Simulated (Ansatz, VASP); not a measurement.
## One calculation of Ti3C2, two programs

Contents of POSCAR:

```
Ti3C2
1.0
   -3.0640472894      0.0000000000      0.0000000000
   -1.5320236447     -2.6535427910      0.0000000000
    0.0000000000      0.0000000000     18.1185180878
Ti C
6 4
Direct
    0.3333333333      0.3333333333      0.4958112176
    0.6666666667      0.6666666667      0.0785994452
    0.6666666667      0.6666666667      0.7558240995
    0.3333333333      0.3333333333      0.3386123271
    0.0000000000      0.0000000000      0.6258176585
    0.0000000000      0.0000000000      0.2086058862
    0.6666666667      0.6666666667      0.5541929343
    0.3333333333      0.3333333333      0.1369811620
    0.6666666667      0.6666666667      0.2802306104
    0.3333333333      0.3333333333      0.6974423827
```

Contents of INCAR.step1:

```
SYSTEM = Ti3C2
PREC = Accurate ; ENCUT = 520
ISMEAR = 0 ; SIGMA = 0.15
LREAL = .False. ; LASPH = .True.
NELM = 80 ; NBANDS = 55
GGA = PE ; ALGO = Normal
EDIFF = 1E-4 ; LWAVE = .True.
LCHARG = .False.
```

The input INCAR.step2:

```
SYSTEM = Ti3C2
PREC = Accurate ; ENCUT = 520
EDIFF = 1E-6 ; ISMEAR = 0
SIGMA = 0.15 ; LREAL = .False.
LASPH = .True. ; NELM = 80
ALGO = Normal ; ISIF = 2
LWAVE = .False. ; LCHARG = .False.
METAGGA = R2SCAN ; LMIXTAU = .True.
NBANDS = 55 ; ISTART = 1
```

File KPOINTS:

```
regular mesh
0
Gamma
  14 14 3
  0 0 0
```

Input for Ansatz:

```yaml
crystal:
  lattice:
    - [-3.0640472894, 0.0, 0.0]
    - [-1.5320236447, -2.653542791, 0.0]
    - [0.0, 0.0, 18.1185180878]
  atoms:
    - { symbol: Ti, position: [0.3333333333, 0.3333333333, 0.4958112176] }
    - { symbol: Ti, position: [0.6666666667, 0.6666666667, 0.0785994452] }
    - { symbol: Ti, position: [0.6666666667, 0.6666666667, 0.7558240995] }
    - { symbol: Ti, position: [0.3333333333, 0.3333333333, 0.3386123271] }
    - { symbol: Ti, position: [0.0, 0.0, 0.6258176585] }
    - { symbol: Ti, position: [0.0, 0.0, 0.2086058862] }
    - { symbol: C, position: [0.6666666667, 0.6666666667, 0.5541929343] }
    - { symbol: C, position: [0.3333333333, 0.3333333333, 0.136981162] }
    - { symbol: C, position: [0.6666666667, 0.6666666667, 0.2802306104] }
    - { symbol: C, position: [0.3333333333, 0.3333333333, 0.6974423827] }
basis:
  ecutwfc: 500
kpoints:
  mp_grid: { grid: [14, 14, 3] }
hamiltonian:
  xc: r2scan
scf:
  occupations: { method: gaussian, width: 0.15 }
output:
  forces: true
  stress: true
  eigenvalues: true
```

Alike in both runs: task single point; functional r2SCAN; k mesh 14 × 14 × 3; occupations gaussian, width 0.15 eV; no spin polarisation.

|  | VASP | Ansatz |
| --- | --- | --- |
| version | VASP 6.6.1 | Ansatz 0.2.0 |
| potentials or method | VASP PAW PBE potentials, release 64 (Ti_sv, C), cutoff 520 eV | scalar-relativistic, plane waves, PAW |
| valence electrons in the cell | 88 | 88 |

```tsv
	VASP	Ansatz	Ansatz less VASP
gap on the k mesh at the Fermi level (eV)	none	none	-
pressure (GPa)	0.8	0.1	-0.68
traceless stress, the component that is largest in VASP (GPa)	-1.18	-1.17	+0.005
rms of the force components (eV/Å)	0.104	0.125	+0.0208
```

VASP's potentials were made for PBE, not for r2SCAN. Atom by atom the forces differ by 0.041 eV/Å (rms over components). A gap of «none» marks a metal or a gap that the smearing closes. With one functional, cell and mesh, what is left measures potentials, basis and numerics.
